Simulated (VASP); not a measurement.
# Si3N in VASP: further runs

Si3N is run at these levels: PBE+D3(BJ); tasks: single point.

Everything below comes from runs of VASP 6.6.1. Logs are shortened: lines on timing, memory, paths and dates and some standing lists are left out, and cuts for length are marked.

## 1. The cell of the first run

The cell holds a slab with vacuum, 8 atoms: a = 3.833 Å, b = 5.421 Å, c = 22.488 Å, α = 90.00°, β = 90.00°, γ = 90.00°.

## 2. Single point, PBE+D3(BJ)

File INCAR:

```
PREC = Accurate ; ENCUT = 520
EDIFF = 1E-7 ; ISMEAR = 0
SIGMA = 0.05 ; LREAL = F
LASPH = T ; NELM = 60
ALGO = Normal ; ISIF = 2
LWAVE = F ; LCHARG = F
LDIPOL = T ; IDIPOL = 3
DIPOL = 0.5 0.5 0.328 ; GGA = PE
IVDW = 12 ; NBANDS = 27
```

File KPOINTS:

```
Automatic mesh
0
Gamma
  7 5 1
```

File POSCAR:

```
Si3N
1.0
    3.8333442755      0.0000000000      0.0000000000
    0.0000000000      5.4211674636      0.0000000000
    0.0000000000      0.0000000000     22.4877586337
Si N
6 2
Direct
    0.5000000000      0.0000000000      0.1778745523
    0.0000000000      0.2500000000      0.1778745523
    0.0000000000      0.5038839981      0.2608672216
    0.5000000000      0.7461160019      0.2608672216
    0.5000000000      0.0086033066      0.3418641564
    0.0000000000      0.2413966934      0.3418641564
    0.8333333333      0.0086033066      0.5063981173
    0.8333333333      0.0086033066      0.5553136192
```

Potentials or basis: VASP PAW PBE potentials, release 64 (Si, N).

Command:

```sh
$ cat potpaw_PBE.64/Si/POTCAR potpaw_PBE.64/N/POTCAR > POTCAR
$ mpirun -np 1 vasp_std > vasp.out
```

OUTCAR:

```text
PREC = Accurate
   ENCUT = 520
   EDIFF = 1E-7
   ISMEAR = 0
   LREAL = F
   LASPH = T
   NELM = 60
   ISIF = 2
   GGA = PE
   IVDW = 12
 IVDW          = 12

 ion  position               nearest neighbor table
   1  0.500  0.000  0.178-   4 2.32   2 2.35   2 2.35
   2  0.000  0.250  0.178-   3 2.32   1 2.35   1 2.35
   3  0.000  0.504  0.261-   6 2.31   2 2.32   4 2.32   4 2.32
   4  0.500  0.746  0.261-   5 2.31   1 2.32   3 2.32   3 2.32
   5  0.500  0.009  0.342-   6 2.29   6 2.29   4 2.31
   6  0.000  0.241  0.342-   5 2.29   5 2.29   3 2.31
   7  0.833  0.009  0.506-   8 1.10
   8  0.833  0.009  0.555-   7 1.10

  LATTYP: Found a simple orthorhombic cell.
 ALAT       =     3.8333442755
 B/A-ratio  =     1.4142135624
 C/A-ratio  =     5.8663550721

  Lattice vectors:

 A1 = (   3.8333442755,   0.0000000000,   0.0000000000)
 A2 = (   0.0000000000,   5.4211674636,   0.0000000000)
 A3 = (   0.0000000000,   0.0000000000,  22.4877586337)

Analysis of symmetry for initial positions (statically):
=====================================================================
 Subroutine PRICEL returns:
 Original cell was already a primitive cell.

 Routine SETGRP: Setting up the symmetry group for a
 simple orthorhombic supercell.

 Subroutine GETGRP returns: Found  1 space group operations
 (whereof  1 operations were pure point group operations)
 out of a pool of  8 trial point group operations.

The static configuration has the point symmetry C_1 .

Analysis of symmetry for dynamics (positions and initial velocities):
=====================================================================
 Subroutine PRICEL returns:
 Original cell was already a primitive cell.

 Routine SETGRP: Setting up the symmetry group for a
 simple orthorhombic supercell.

 Subroutine GETGRP returns: Found  1 space group operations
 (whereof  1 operations were pure point group operations)
 out of a pool of  8 trial point group operations.

The dynamic configuration has the point symmetry C_1 .

 Subroutine INISYM returns: Found  1 space group operations
 (whereof  1 operations are pure point group operations),
 and found     1 'primitive' translations

----------------------------------------------------------------------------------------

                                     Primitive cell

  volume of cell :     467.3226

  direct lattice vectors                    reciprocal lattice vectors
     3.833344276  0.000000000  0.000000000     0.260868821  0.000000000  0.000000000
     0.000000000  5.421167464  0.000000000     0.000000000  0.184462112  0.000000000
     0.000000000  0.000000000 22.487758634     0.000000000  0.000000000  0.044468638

  length of vectors
     3.833344276  5.421167464 22.487758634     0.260868821  0.184462112  0.044468638

  position of ions in fractional coordinates (direct lattice)
     0.500000000  0.000000000  0.177874552
     0.000000000  0.250000000  0.177874552
     0.000000000  0.503883998  0.260867222
     0.500000000  0.746116002  0.260867222
     0.500000000  0.008603307  0.341864156
     0.000000000  0.241396693  0.341864156
     0.833333333  0.008603307  0.506398117
     0.833333333  0.008603307  0.555313619

  ion indices of the primitive-cell ions
   primitive index   ion index
                 1           1
                 2           2
                 3           3
                 4           4
                 5           5
                 6           6
                 7           7
                 8           8

----------------------------------------------------------------------------------------

 KPOINTS: Automatic mesh

Automatic generation of k-mesh.
 Grid dimensions read from file:
 generate k-points for:    7    5    1

 Generating k-lattice:

  Cartesian coordinates                     Fractional coordinates (reciprocal lattice)
     0.037266974  0.000000000  0.000000000     0.142857143  0.000000000  0.000000000
     0.000000000  0.036892422  0.000000000     0.000000000  0.200000000  0.000000000
     0.000000000  0.000000000  0.044468638     0.000000000  0.000000000  1.000000000

  Length of vectors
     0.037266974  0.036892422  0.044468638

  Shift w.r.t. Gamma in fractional coordinates (k-lattice)
     0.000000000  0.000000000  0.000000000

 Subroutine IBZKPT returns following result:
 ===========================================

 Found     18 irreducible k-points:

 Following reciprocal coordinates:
            Coordinates               Weight
  0.000000  0.000000  0.000000      1.000000
  0.142857  0.000000  0.000000      2.000000
  0.285714  0.000000  0.000000      2.000000
  0.428571  0.000000  0.000000      2.000000
  0.000000  0.200000  0.000000      2.000000
  0.142857  0.200000  0.000000      2.000000
[... 10 lines left out ...]
  0.428571  0.400000  0.000000      2.000000
  0.428571 -0.400000  0.000000      2.000000
   k-points           NKPTS =     18   k-points in BZ     NKDIM =     18   number of bands    NBANDS=     27
   number of dos      NEDOS =    301   number of ions     NIONS =      8
   total plane-waves  NPLWV = 201600
   dimension x,y,z NGX =    30 NGY =   40 NGZ =  168
   dimension x,y,z NGXF=    60 NGYF=   80 NGZF=  336
   ions per type =               6   2
   NGX,Y,Z   is equivalent  to a cutoff of  13.01, 12.27, 12.42 a.u.
   NGXF,Y,Z  is equivalent  to a cutoff of  26.02, 24.53, 24.84 a.u.
 SYSTEM =  unknown system
   PREC   = accura    normal or accurate (medium, high low for compatibility)
   ISTART =      0    job   : 0-new  1-cont  2-samecut
   ICHARG =      2    charge: 1-file 2-atom 10-const
   ISPIN  =      1    spin polarized calculation?
   LNONCOLLINEAR =      F non collinear calculations
   LSORBIT =      F    spin-orbit coupling
   LASPH  =      T    aspherical Exc in radial PAW
   ENCUT  =  520.0 eV  38.22 Ry    6.18 a.u.   7.13 10.08 41.81*2*pi/ulx,y,z
   NELM   =     60;   NELMIN=  2; NELMDL= -5     # of ELM steps
   EDIFF  = 0.1E-06   stopping-criterion for ELM
   LREAL  =      F    real-space projection
   EDIFFG = 0.1E-05   stopping-criterion for IOM
   NSW    =      0    number of steps for IOM
   IBRION =     -1    ionic relax: 0-MD 1-quasi-New 2-CG
   NFREE  =      0    steps in history (QN), initial steepest desc. (CG)
   ISIF   =      2    stress and relaxation
   ISYM   =      2    0-nonsym 1-usesym 2-fastsym
   POTIM  = 0.5000    time-step for ionic-motion
   TEBEG  =    0.0;   TEEND  =   0.0 temperature during run
   PSTRESS=    0.0 pullay stress
   NELECT =      34.0000    total number of electrons
   NUPDOWN=      -1.0000    fix difference up-down
   EMIN   =  10.00;   EMAX   =-10.00  energy-range for DOS
   EFERMI =   0.00;   METHOD = LEGACY
   ISMEAR =     0;   SIGMA  =   0.05  broadening in eV -4-tet -1-fermi 0-gaus
   EFERMI_NEDOS =   21; number of points for ismear=-14 and -15
   IALGO  =     38    algorithm
   IMIX   =      4    mixing-type and parameters
     AMIX     =   0.40;   BMIX     =  1.00
     AMIX_MAG =   1.60;   BMIX_MAG =  1.00
  volume/ion in A,a.u.               =      58.42       394.21
  Fermi-wavevector in a.u.,A,eV,Ry     =   0.683432  1.291500  6.355006  0.467080
  Thomas-Fermi vector in A             =   1.762794
   LORBIT       =      0    0 simple, 1 ext, 2 COOP (PROOUT), +10 PAW based schemes
   GGA     = PE    functional components
   LHFCALC =     F    Hartree Fock is set to
   AEXX    =    0.0000 exact exchange contribution
   IVDW    =    12    specifies the selected vdW correction
   LEPSILON=     F    determine dielectric tensor
   LRPA    =     F    only Hartree local field effects (RPA)
 non-spin polarized calculation
 Gauss-broadening in eV      SIGMA  =   0.05
  energy-cutoff  :      520.00
  volume of cell :      467.32
 maximum number of plane-waves:     12627
 NGX is ok and might be reduce to    30
   NGX = 15   NGY = 21   NGZ = 83

 dipolmoment           0.000000      0.000000      0.000012 electrons x Angstroem

 number of electron      34.0000001 magnetization

 dipolmoment           0.000000      0.000000     -0.010453 electrons x Angstroem

 Free energy of the ion-electron system (eV)
  ---------------------------------------------------
  ext. energy  EPLUGINS =         0.00000000
  ---------------------------------------------------
  free energy    TOTEN  =       -45.02401046 eV

  energy without entropy =      -45.01778168  energy(sigma->0) =      -45.02089607

 E-fermi :  -1.6984     XC(G=0):  -3.8596

 val. band max:       -1.7183733154   @ k =   0.2857  -0.2000   0.0000
 cond. band min:      -1.6795081744   @ k =   0.2857  -0.4000   0.0000
 fundamental gap:      0.0388651409
 Fermi energy:        -1.6983519435

 k-point     1 :       0.0000    0.0000    0.0000
  band No.  band energies     occupation
      1     -25.6037      2.00000
      2     -13.1189      2.00000
      3     -11.2712      2.00000
      4     -10.6942      2.00000
      5      -9.8139      2.00000
      6      -8.8592      2.00000
[... 19 lines left out ...]
     26       1.6882      0.00000
     27       2.3425      0.00000

 k-point     2 :       0.1429    0.0000    0.0000
  band No.  band energies     occupation
      1     -25.6004      2.00000
      2     -12.9386      2.00000
      3     -11.0865      2.00000
      4     -10.6782      2.00000
      5      -9.6217      2.00000
      6      -8.8879      2.00000
[... 19 lines left out ...]
     26       2.2576      0.00000
     27       2.6097      0.00000

 k-point     3 :       0.2857    0.0000    0.0000
  band No.  band energies     occupation
      1     -25.5931      2.00000
      2     -12.4063      2.00000
      3     -10.6665      2.00000
      4     -10.5126      2.00000
      5      -9.4399      2.00000
      6      -9.0480      2.00000
[... 19 lines left out ...]
     26       2.5853      0.00000
     27       3.1856      0.00000

 k-point     4 :       0.4286    0.0000    0.0000
  band No.  band energies     occupation
      1     -25.5873      2.00000
      2     -11.5553      2.00000
      3     -10.6281      2.00000
      4     -10.4769      2.00000
      5      -9.6280      2.00000
      6      -9.0141      2.00000
[... 19 lines left out ...]
     26       2.8241      0.00000
     27       3.3997      0.00000

 k-point     5 :       0.0000    0.2000    0.0000
  band No.  band energies     occupation
      1     -25.6036      2.00000
      2     -12.9530      2.00000
      3     -11.2200      2.00000
      4     -10.7018      2.00000
      5     -10.6239      2.00000
      6      -8.8667      2.00000
[... 19 lines left out ...]
     26       1.9737      0.00000
     27       2.5173      0.00000

 k-point     6 :       0.1429    0.2000    0.0000
  band No.  band energies     occupation
      1     -25.6004      2.00000
      2     -12.7746      2.00000
      3     -11.0367      2.00000
      4     -10.6780      2.00000
      5     -10.4838      2.00000
      6      -8.8574      2.00000
[... 264 lines left out ...]
      1     -25.5930      2.00000
      2     -11.7952      2.00000
      3     -11.0788      2.00000
      4     -10.6525      2.00000
      5     -10.3556      2.00000
      6      -8.8998      2.00000
[... 19 lines left out ...]
     26       2.9041      0.00000
     27       3.4918      0.00000

 k-point    16 :       0.2857   -0.4000    0.0000
  band No.  band energies     occupation
      1     -25.5930      2.00000
      2     -11.7952      2.00000
      3     -11.0785      2.00000
      4     -10.6531      2.00000
      5     -10.3554      2.00000
      6      -8.8998      2.00000
[... 19 lines left out ...]
     26       2.8968      0.00000
     27       3.4544      0.00000

 k-point    17 :       0.4286    0.4000    0.0000
  band No.  band energies     occupation
      1     -25.5872      2.00000
      2     -11.0843      2.00000
      3     -10.6881      2.00000
      4     -10.6169      2.00000
      5      -9.4913      2.00000
      6      -9.0115      2.00000
[... 19 lines left out ...]
     26       2.7368      0.00000
     27       3.2115      0.00000

 k-point    18 :       0.4286   -0.4000    0.0000
  band No.  band energies     occupation
      1     -25.5872      2.00000
      2     -11.0847      2.00000
      3     -10.6817      2.00000
      4     -10.6232      2.00000
      5      -9.4911      2.00000
      6      -9.0114      2.00000
[... 19 lines left out ...]
     26       2.7333      0.00000
     27       3.2047      0.00000

------------------------ aborting loop because EDIFF is reached ----------------------------------------

 vacuum level on the upper side and lower side of the slab       (xc-potential included)        -0.060         0.029

 Edisp (eV)   -1.60810

 E8    (eV) :    -0.6842

  FORCE on cell =-STRESS in cart. coord.  units (eV):
  Direction    XX          YY          ZZ          XY          YZ          ZX
  --------------------------------------------------------------------------------------
  -------------------------------------------------------------------------------------
  Total       0.13714     0.16208     2.57323     0.00705     0.00230     0.01738
  in kB       0.47019     0.55567     8.82210     0.02417     0.00787     0.05958
  external pressure =        3.28 kB  Pullay stress =        0.00 kB

 VOLUME and BASIS-vectors are now :
 -----------------------------------------------------------------------------
  energy-cutoff  :      520.00
  volume of cell :      467.32
      direct lattice vectors                 reciprocal lattice vectors
     3.833344276  0.000000000  0.000000000     0.260868821  0.000000000  0.000000000
     0.000000000  5.421167464  0.000000000     0.000000000  0.184462112  0.000000000
     0.000000000  0.000000000 22.487758634     0.000000000  0.000000000  0.044468638

 POSITION                                       TOTAL-FORCE (eV/Angst)
 -----------------------------------------------------------------------------------
      1.91667      0.00000      4.00000         0.002585      0.559774     -0.047612
      0.00000      1.35529      4.00000        -0.003148     -0.558909     -0.050251
      0.00000      2.73164      5.86632         0.001046     -0.091891     -0.003035
      1.91667      4.04482      5.86632        -0.001720      0.085868     -0.004879
      1.91667      0.04664      7.68776        -0.006237      0.000750      0.050448
      0.00000      1.30865      7.68776         0.002760      0.006022      0.064611
      3.19445      0.04664     11.38776         0.007841     -0.003059     -2.133287
      3.19445      0.04664     12.48776        -0.003126      0.001444      2.124004
 -----------------------------------------------------------------------------------
    total drift:                                0.000076      0.000173     -0.000573

  FREE ENERGIE OF THE ION-ELECTRON SYSTEM (eV)
  ---------------------------------------------------
  free  energy   TOTEN  =       -46.6321075825 eV

  energy  without entropy=      -46.6258788014  energy(sigma->0) =      -46.62899319

 vacuum level on the upper side and lower side of the slab         3.029         3.119
```

It took 12 min on 1 thread of Intel Xeon 8259CL, shared host; peak memory 0.56 GiB.

What came out:

```yaml
Free_energy: -46.6321 eV
Largest_force: 2.133 eV/Å
Band_gap_on_the_k_mesh: zero (bands 17 and 18 overlap by 0.29 eV)
Dispersion_energy_per_atom: -0.201 eV
```

Forces in eV/Å, atoms in the order of the input:
```
Si   0.003  0.560 -0.048
Si  -0.003 -0.559 -0.050
Si   0.001 -0.092 -0.003
Si  -0.002  0.086 -0.005
Si  -0.006  0.001  0.050
Si   0.003  0.006  0.065
N    0.008 -0.003 -2.133
N   -0.003  0.001  2.124
```

Levels at points of the mesh, in eV from the Fermi level:
```csv
k point,band 15,band 16,band 17,band 18,band 19,band 20
"(0.00, 0.00, 0.00)",-0.71,-0.42,-0.31,0.26,1.18,2.07
```

Caveat: the standard files for N, O and F lose accuracy on very short bonds.

## 3. Single point, PBE+D3(BJ)

File INCAR:

```
SYSTEM = Si3N
ALGO = Normal
DIPOL = 0.5 0.5 0.328
EDIFF = 1E-6
ENCUT = 520
GGA = PE
IDIPOL = 3
ISIF = 2
ISMEAR = 0
IVDW = 12
LASPH = .True.
LCHARG = .True.
LDIPOL = .True.
LELF = .True.
LREAL = .False.
LVACPOTAV = .True.
LVHAR = .True.
LWAVE = .False.
NBANDS = 27
NELM = 100
PREC = Accurate
SIGMA = 0.05
```

File KPOINTS:

```
k-points
0
Gamma
  7 5 1
  0 0 0
```

Edit POSCAR of step 2 so:

```diff
@@ -14,3 +14,3 @@
     0.0000000000      0.2413966934      0.3418641564
-    0.8333333333      0.0086033066      0.5063981173
-    0.8333333333      0.0086033066      0.5553136192
+    0.8333333333      0.3419366399      0.5063981173
+    0.8333333333      0.3419366399      0.5553136192
```

Potentials or basis: VASP PAW PBE potentials, release 64 (Si, N).

Command:

```sh
$ cat potpaw_PBE.64/Si/POTCAR potpaw_PBE.64/N/POTCAR > POTCAR
$ mpirun -np 1 vasp_std > vasp.out
```

Run time: 11 min. Hardware: 1 thread of Intel Xeon 8259CL, shared host; peak memory 0.57 GiB.

The run converged. Its results:

```
Free energy                : -46.6288 eV
Largest force              : 2.123 eV/Å
Band gap on the k mesh     : zero (bands 17 and 18 overlap by 0.29 eV)
Dispersion energy per atom : -0.201 eV
```

Forces in eV/Å, atoms in the order of the input:
```
Si   0.002  0.557 -0.051
Si  -0.002 -0.557 -0.051
Si   0.001 -0.082 -0.001
Si   0.000  0.092 -0.001
Si  -0.002 -0.005  0.082
Si   0.006 -0.007  0.028
N   -0.010  0.002 -2.123
N    0.004 -0.001  2.117
```

Levels at points of the mesh, in eV from the Fermi level:
| k point | band 15 | band 16 | band 17 | band 18 | band 19 | band 20 |
| --- | --- | --- | --- | --- | --- | --- |
| (0.00, 0.00, 0.00) | -0.71 | -0.41 | -0.30 | 0.26 | 1.18 | 2.09 |

Caveat: the standard files for N, O and F lose accuracy on very short bonds.

(Continued in part 2 of 3.)
